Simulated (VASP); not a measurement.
# CdO (Fm-3m) in VASP: notebook

The runs below take CdO through single point, with PBE.

Everything below comes from runs of VASP 6.6.1. Logs are shortened: lines on timing, memory, paths and dates and some standing lists are left out, and cuts for length are marked.

### 1 The cell of the first run

Symmetry: Fm-3m, No. 225, cubic system. Conventional cell: a = 4.439 Å, b = 4.439 Å, c = 4.439 Å, α = 90.00°, β = 90.00°, γ = 90.00°. Cd (site symmetry m-3m) has 6 O at 2.22 Å within 2.9 Å. O (site symmetry m-3m) has 6 Cd at 2.22 Å within 2.9 Å.

### 2 Single point, PBE

Input file INCAR:

```
SYSTEM = CdO
PREC = Accurate
ENCUT = 600
EDIFF = 1E-6
ISMEAR = 0
SIGMA = 0.1
LREAL = .FALSE.
LASPH = .TRUE.
NELM = 120
ALGO = Normal
ISIF = 2
LWAVE = .FALSE.
LCHARG = .FALSE.
GGA = PE
NBANDS = 16
GGA_COMPAT = .FALSE.
```

Input file KPOINTS:

```
Automatic mesh
0
G
  16 16 16
  0 0 0
```

Input file POSCAR:

```
CdO
1.0
    0.0000000000      2.2193791840      2.2193791840
    2.2193791840      0.0000000000      2.2193791840
    2.2193791840      2.2193791840      0.0000000000
Cd O
1 1
Direct
    0.0000000000      0.0000000000      0.0000000000
    0.5000000000      0.5000000000      0.5000000000
```

Potentials or basis: VASP PAW PBE potentials, release 64 (Cd, O).

The run is started by

```bash
cat potpaw_PBE.64/Cd/POTCAR potpaw_PBE.64/O/POTCAR > POTCAR
mpirun -np 1 vasp_std > vasp.out
```

OUTCAR:

```text
SYSTEM = CdO
   PREC = Accurate
   ENCUT = 600
   EDIFF = 1E-6
   ISMEAR = 0
   LREAL = .FALSE.
   LASPH = .TRUE.
   NELM = 120
   ISIF = 2
   GGA = PE

 ion  position               nearest neighbor table
   1  0.000  0.000  0.000-   2 2.22   2 2.22   2 2.22   2 2.22   2 2.22   2 2.22
   2  0.500  0.500  0.500-   1 2.22   1 2.22   1 2.22   1 2.22   1 2.22   1 2.22

  LATTYP: Found a face centered cubic cell.
 ALAT       =     4.4387583680

  Lattice vectors:

 A1 = (   0.0000000000,   2.2193791840,   2.2193791840)
 A2 = (   2.2193791840,   0.0000000000,   2.2193791840)
 A3 = (   2.2193791840,   2.2193791840,   0.0000000000)

Analysis of symmetry for initial positions (statically):
=====================================================================
 Subroutine PRICEL returns:
 Original cell was already a primitive cell.

 Routine SETGRP: Setting up the symmetry group for a
 face centered cubic supercell.

 Subroutine GETGRP returns: Found 48 space group operations
 (whereof 48 operations were pure point group operations)
 out of a pool of 48 trial point group operations.

The static configuration has the point symmetry O_h .

Analysis of symmetry for dynamics (positions and initial velocities):
=====================================================================
 Subroutine PRICEL returns:
 Original cell was already a primitive cell.

 Routine SETGRP: Setting up the symmetry group for a
 face centered cubic supercell.

 Subroutine GETGRP returns: Found 48 space group operations
 (whereof 48 operations were pure point group operations)
 out of a pool of 48 trial point group operations.

The dynamic configuration has the point symmetry O_h .

 Subroutine INISYM returns: Found 48 space group operations
 (whereof 48 operations are pure point group operations),
 and found     1 'primitive' translations

----------------------------------------------------------------------------------------

                                     Primitive cell

  volume of cell :      21.8637

  direct lattice vectors                    reciprocal lattice vectors
     0.000000000  2.219379184  2.219379184    -0.225288226  0.225288226  0.225288226
     2.219379184  0.000000000  2.219379184     0.225288226 -0.225288226  0.225288226
     2.219379184  2.219379184  0.000000000     0.225288226  0.225288226 -0.225288226

  length of vectors
     3.138676142  3.138676142  3.138676142     0.390210654  0.390210654  0.390210654

  position of ions in fractional coordinates (direct lattice)
     0.000000000  0.000000000  0.000000000
     0.500000000  0.500000000  0.500000000

  ion indices of the primitive-cell ions
   primitive index   ion index
                 1           1
                 2           2

----------------------------------------------------------------------------------------

 KPOINTS: Automatic mesh

Automatic generation of k-mesh.
 Grid dimensions read from file:
 generate k-points for:   16   16   16

 Generating k-lattice:

  Cartesian coordinates                     Fractional coordinates (reciprocal lattice)
    -0.014080514  0.014080514  0.014080514     0.062500000  0.000000000  0.000000000
     0.014080514 -0.014080514  0.014080514     0.000000000  0.062500000  0.000000000
     0.014080514  0.014080514 -0.014080514     0.000000000  0.000000000  0.062500000

  Length of vectors
     0.024388166  0.024388166  0.024388166

  Shift w.r.t. Gamma in fractional coordinates (k-lattice)
     0.000000000  0.000000000  0.000000000

 Subroutine IBZKPT returns following result:
 ===========================================

 Found    145 irreducible k-points:

 Following reciprocal coordinates:
            Coordinates               Weight
  0.000000  0.000000  0.000000      1.000000
  0.062500  0.000000  0.000000      8.000000
  0.125000  0.000000  0.000000      8.000000
  0.187500  0.000000  0.000000      8.000000
  0.250000  0.000000  0.000000      8.000000
  0.312500  0.000000  0.000000      8.000000
[... 16 lines left out ...]
 -0.125000  0.062500  0.000000     24.000000
 -0.062500  0.062500  0.000000     12.000000
 [... further k-points ...]
   k-points           NKPTS =    145   k-points in BZ     NKDIM =    145   number of bands    NBANDS=     16
   number of dos      NEDOS =    301   number of ions     NIONS =      2
   total plane-waves  NPLWV =  21952
   dimension x,y,z NGX =    28 NGY =   28 NGZ =   28
   dimension x,y,z NGXF=    56 NGYF=   56 NGZF=   56
   ions per type =               1   1
   NGX,Y,Z   is equivalent  to a cutoff of  14.83, 14.83, 14.83 a.u.
   NGXF,Y,Z  is equivalent  to a cutoff of  29.66, 29.66, 29.66 a.u.
 SYSTEM =  CdO
   PREC   = accura    normal or accurate (medium, high low for compatibility)
   ISTART =      0    job   : 0-new  1-cont  2-samecut
   ICHARG =      2    charge: 1-file 2-atom 10-const
   ISPIN  =      1    spin polarized calculation?
   LNONCOLLINEAR =      F non collinear calculations
   LSORBIT =      F    spin-orbit coupling
   LASPH  =      T    aspherical Exc in radial PAW
   ENCUT  =  600.0 eV  44.10 Ry    6.64 a.u.   6.27  6.27  6.27*2*pi/ulx,y,z
   NELM   =    120;   NELMIN=  2; NELMDL= -5     # of ELM steps
   EDIFF  = 0.1E-05   stopping-criterion for ELM
   LREAL  =      F    real-space projection
   EDIFFG = 0.1E-04   stopping-criterion for IOM
   NSW    =      0    number of steps for IOM
   IBRION =     -1    ionic relax: 0-MD 1-quasi-New 2-CG
   NFREE  =      0    steps in history (QN), initial steepest desc. (CG)
   ISIF   =      2    stress and relaxation
   ISYM   =      2    0-nonsym 1-usesym 2-fastsym
   POTIM  = 0.5000    time-step for ionic-motion
   TEBEG  =    0.0;   TEEND  =   0.0 temperature during run
   PSTRESS=    0.0 pullay stress
   NELECT =      18.0000    total number of electrons
   NUPDOWN=      -1.0000    fix difference up-down
   EMIN   =  10.00;   EMAX   =-10.00  energy-range for DOS
   EFERMI =   0.00;   METHOD = LEGACY
   ISMEAR =     0;   SIGMA  =   0.10  broadening in eV -4-tet -1-fermi 0-gaus
   EFERMI_NEDOS =   21; number of points for ismear=-14 and -15
   IALGO  =     38    algorithm
   IMIX   =      4    mixing-type and parameters
     AMIX     =   0.40;   BMIX     =  1.00
     AMIX_MAG =   1.60;   BMIX_MAG =  1.00
  volume/ion in A,a.u.               =      10.93        73.77
  Fermi-wavevector in a.u.,A,eV,Ry     =   1.534349  2.899499 32.031202  2.354227
  Thomas-Fermi vector in A             =   2.641289
   LORBIT       =      0    0 simple, 1 ext, 2 COOP (PROOUT), +10 PAW based schemes
   GGA     = PE    functional components
   LHFCALC =     F    Hartree Fock is set to
   AEXX    =    0.0000 exact exchange contribution
   IVDW    =     0    specifies the selected vdW correction
   LEPSILON=     F    determine dielectric tensor
   LRPA    =     F    only Hartree local field effects (RPA)
 non-spin polarized calculation
 Gauss-broadening in eV      SIGMA  =   0.10
  energy-cutoff  :      600.00
  volume of cell :       21.86
 maximum number of plane-waves:       748
 NGX is ok and might be reduce to    28
   NGX = 13   NGY = 13   NGZ = 13

 number of electron      18.0000001 magnetization

 Free energy of the ion-electron system (eV)
  ---------------------------------------------------
  ext. energy  EPLUGINS =         0.00000000
  ---------------------------------------------------
  free energy    TOTEN  =        -7.05788904 eV

  energy without entropy =       -7.05780256  energy(sigma->0) =       -7.05784580

 E-fermi :   4.0253     XC(G=0): -12.6953

 val. band max:        3.9020074664   @ k =   0.5000   0.0000   0.0000
 cond. band min:       4.2615319675   @ k =   0.0625   0.0000   0.0000
 fundamental gap:      0.3595245011
 Fermi energy:         4.0253120942

 k-point     1 :       0.0000    0.0000    0.0000
  band No.  band energies     occupation
      1     -14.9850      2.00000
      2      -3.3156      2.00000
      3      -3.3156      2.00000
      4      -3.3156      2.00000
      5      -2.8734      2.00000
      6      -2.8734      2.00000
[... 8 lines left out ...]
     15      24.6507      0.00000
     16      24.6507      0.00000

 k-point     2 :       0.0625    0.0000    0.0000
  band No.  band energies     occupation
      1     -14.9454      2.00000
      2      -3.3457      2.00000
      3      -3.3037      2.00000
      4      -3.3037      2.00000
      5      -2.9305      2.00000
      6      -2.9305      2.00000
[... 8 lines left out ...]
     15      24.4878      0.00000
     16      24.4878      0.00000

 k-point     3 :       0.1250    0.0000    0.0000
  band No.  band energies     occupation
      1     -14.8305      2.00000
      2      -3.4474      2.00000
      3      -3.3208      2.00000
      4      -3.3208      2.00000
      5      -3.0275      2.00000
      6      -3.0275      2.00000
[... 8 lines left out ...]
     15      24.3877      0.00000
     16      24.3877      0.00000

 k-point     4 :       0.1875    0.0000    0.0000
  band No.  band energies     occupation
      1     -14.6523      2.00000
      2      -3.6482      2.00000
      3      -3.4965      2.00000
      4      -3.4965      2.00000
      5      -2.9909      2.00000
      6      -2.9909      2.00000
[... 8 lines left out ...]
     15      24.6122      0.00000
     16      24.6122      0.00000
[... 324 lines left out ...]
 k-point    22 :      -0.1875    0.0625    0.0000
  band No.  band energies     occupation
      1     -14.5579      2.00000
      2      -3.7616      2.00000
      3      -3.6414      2.00000
      4      -3.5544      2.00000
      5      -3.0530      2.00000
      6      -2.8241      2.00000
[... 8 lines left out ...]
     15      23.4935      0.00000
     16      25.8930      0.00000

 k-point    23 :      -0.1250    0.0625    0.0000
  band No.  band energies     occupation
      1     -14.7472      2.00000
      2      -3.5030      2.00000
      3      -3.4108      2.00000
      4      -3.3761      2.00000
      5      -3.1701      2.00000
      6      -2.8973      2.00000
[... 8 lines left out ...]
     15      22.9647      0.00000
     16      25.5195      0.00000

 k-point    24 :      -0.0625    0.0625    0.0000
  band No.  band energies     occupation
      1     -14.8813      2.00000
      2      -3.3840      2.00000
      3      -3.3245      2.00000
      4      -3.2720      2.00000
      5      -3.1066      2.00000
      6      -2.9103      2.00000
[... 8 lines left out ...]
     15      23.1521      0.00000
     16      25.1668      0.00000

 [... further k-points ...]

------------------------ aborting loop because EDIFF is reached ----------------------------------------

  FORCE on cell =-STRESS in cart. coord.  units (eV):
  Direction    XX          YY          ZZ          XY          YZ          ZX
  --------------------------------------------------------------------------------------
  -------------------------------------------------------------------------------------
  Total        6.5744800      6.5744800      6.5744800      0.0000000      0.0000000      0.0000000
  in kB      481.7785599    481.7785599    481.7785599      0.0000000      0.0000000      0.0000000
  external PRESSURE =     481.7785599 kB  Pullay stress =       0.0000000 kB

 VOLUME and BASIS-vectors are now :
 -----------------------------------------------------------------------------
  energy-cutoff  :      600.00
  volume of cell :       21.86
      direct lattice vectors                 reciprocal lattice vectors
     0.000000000  2.219379184  2.219379184    -0.225288226  0.225288226  0.225288226
     2.219379184  0.000000000  2.219379184     0.225288226 -0.225288226  0.225288226
     2.219379184  2.219379184  0.000000000     0.225288226  0.225288226 -0.225288226

 POSITION                                       TOTAL-FORCE (eV/Angst)
 -----------------------------------------------------------------------------------
      0.00000      0.00000      0.00000        -0.000000     -0.000000     -0.000000
      2.21938      2.21938      2.21938         0.000000      0.000000      0.000000
 -----------------------------------------------------------------------------------
    total drift:                                0.000000      0.000000      0.000000

  FREE ENERGIE OF THE ION-ELECTRON SYSTEM (eV)
  ---------------------------------------------------
  free  energy   TOTEN  =        -7.0578890433 eV

  energy  without entropy=       -7.0578025649  energy(sigma->0) =       -7.05784580
```

It took 2.6 min on 1 thread of AMD EPYC 7R13, shared host; peak memory 0.17 GiB.

Results:

| Quantity | Value |
| --- | --- |
| Free energy | -7.0579 eV |
| Pressure | 48.2 GPa |
| Band gap on the k mesh | zero (bands 9 and 10 overlap by 0.08 eV) |

Levels at points of the mesh, in eV from the Fermi level:
| k point | band 7 | band 8 | band 9 | band 10 | band 11 | band 12 |
| --- | --- | --- | --- | --- | --- | --- |
| (0.00, 0.00, 0.00) | -2.25 | -2.25 | -2.25 | -0.21 | 14.96 | 18.10 |
| (0.50, 0.00, 0.00) | -4.36 | -0.12 | -0.12 | 4.32 | 8.41 | 12.64 |
| (0.50, 0.50, 0.00) | -5.69 | -3.43 | -3.43 | 4.47 | 9.12 | 11.71 |

Caveat: the cell stands under pressure; semilocal functionals underestimate gaps, so a narrow gap can read as zero.

### 3 Single point, PBE

Input file INCAR:

```
PREC = Accurate ; ENCUT = 600
EDIFF = 1E-6 ; ISMEAR = 0
SIGMA = 0.1 ; LREAL = False
LASPH = True ; NELM = 120
ALGO = Normal ; ISIF = 2
LWAVE = False ; LCHARG = True
GGA = PE ; LELF = True
LVHAR = True ; NBANDS = 16
GGA_COMPAT = False
```

Input file KPOINTS:

```
regular mesh
0
Gamma
  16 16 16
```

POSCAR is that of step 2.

Potentials or basis: VASP PAW PBE potentials, release 64 (Cd, O).

The run is started by

```bash
cat potpaw_PBE.64/Cd/POTCAR potpaw_PBE.64/O/POTCAR > POTCAR
mpirun -np 1 vasp_std > vasp.out
```

Wall time 2.9 min (1 thread of AMD EPYC 7R13, shared host); peak memory 0.17 GiB.

It converged, with:

```
Free energy            : -7.0579 eV
Pressure               : 48.2 GPa
Band gap on the k mesh : zero (bands 9 and 10 overlap by 0.08 eV)
```

Levels at points of the mesh, in eV from the Fermi level:
| k point | band 6 | band 7 | band 8 | band 9 | band 10 | band 11 | band 12 | band 13 |
| --- | --- | --- | --- | --- | --- | --- | --- | --- |
| (0.00, 0.00, 0.00) | -6.90 | -2.25 | -2.25 | -2.25 | -0.21 | 14.96 | 18.10 | 18.10 |
| (0.50, 0.00, 0.00) | -6.51 | -4.36 | -0.12 | -0.12 | 4.32 | 8.41 | 12.64 | 12.64 |
| (0.50, 0.50, 0.00) | -5.87 | -5.69 | -3.43 | -3.43 | 4.47 | 9.12 | 11.71 | 14.73 |

Caveat: the cell stands under pressure; semilocal functionals underestimate gaps, so a narrow gap can read as zero.
